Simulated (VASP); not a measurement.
The system is K.

```
K
1.0
    -2.61250    2.61250    2.61250
     2.61250   -2.61250    2.61250
     2.61250    2.61250   -2.61250
K
1
Direct
  0.00000 0.00000 0.00000
```

| Property | Result |
| --- | --- |
| Program | VASP 6.6.1 |
| Task | relaxation of cell and atoms |
| Functional | LDA |
| Potentials or basis | VASP PAW LDA potentials, release 64 (K_sv) |
| Cutoff | 500 eV |
| k mesh | 6 × 6 × 6 |
| Occupations | fermi-dirac, width 0.1 eV |
| Spin | no spin polarisation |

At the start: pressure -0.4 GPa; volume 71.32 Å³/atom.

Problem. Where does the relaxation end?

Solution. Over 3 steps the energy falls by 8.6 meV/atom and the volume is 65.06 Å³/atom (-8.8 %); space group Im-3m (No. 229, to 0.1 Å) before and after.

The path:
```tsv
step	energy change (eV)	largest force (eV/Å)	pressure (GPa)	volume (Å³)
1	0.0000	0.0000	-0.37	71.32
2	-0.0035	0.0000	-0.30	69.63
3	-0.0086	0.0000	-0.04	65.06
```

Final structure:
```
K
1.0
    -2.53370    2.53370    2.53370
     2.53370   -2.53370    2.53370
     2.53370    2.53370   -2.53370
K
1
Direct
  0.00000 0.00000 0.00000
```
